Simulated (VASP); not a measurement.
Runs of VASP 6.6.1 on LiGeH3. The structure is that of space group Pm-3m (No. 221), or close to it. The cells are those of the table. The cell was generated, and may not be a known phase.

| task | cell | k mesh | cutoff (eV) | gap on the mesh (eV) | pressure (GPa) | relaxed volume (Å³/atom) |
| --- | --- | --- | --- | --- | --- | --- |
| single point | a = 3.494 Å, 5 atoms | 12 × 12 × 12 | 520 | none | - | - |
| relaxation of cell and atoms | relaxed from a = 3.486 Å, 5 atoms | 12 × 12 × 12 | 600 | none | 0.2 | (a) |
| relaxation of cell and atoms | relaxed from a = 3.790 Å, angles 88.3°, 5 atoms | 6 × 6 × 6 | 600 | none | 0.4 | 8.39 |
| single point | a = 3.790 Å, angles 88.3°, 5 atoms | 6 × 6 × 6 | 520 | none | - | - |
| single point | a = 3.486 Å, angles 89.9°, 5 atoms | 6 × 6 × 6 | 520 | none | - | - |

Alike in all rows: level PBE; potentials or basis VASP PAW PBE potentials, release 64 (Li_sv, Ge_d, H); no spin polarisation; smearing gaussian 0.1 eV.

Task: Estimate the missing entries.

Result: (a) 8.49.

Caveats: the cutoff is under 1.25 times the usual one of these potentials, so pressure, stress and relaxed cells hold a basis-set (Pulay) error; the volume moved by over 15 % at a fixed basis, so the end points are rough (at least some runs).

A k mesh can miss the band edges, and the runs leave out spin-orbit coupling on Ge.

A gap of «none» marks levels without a gap at the run's occupations.
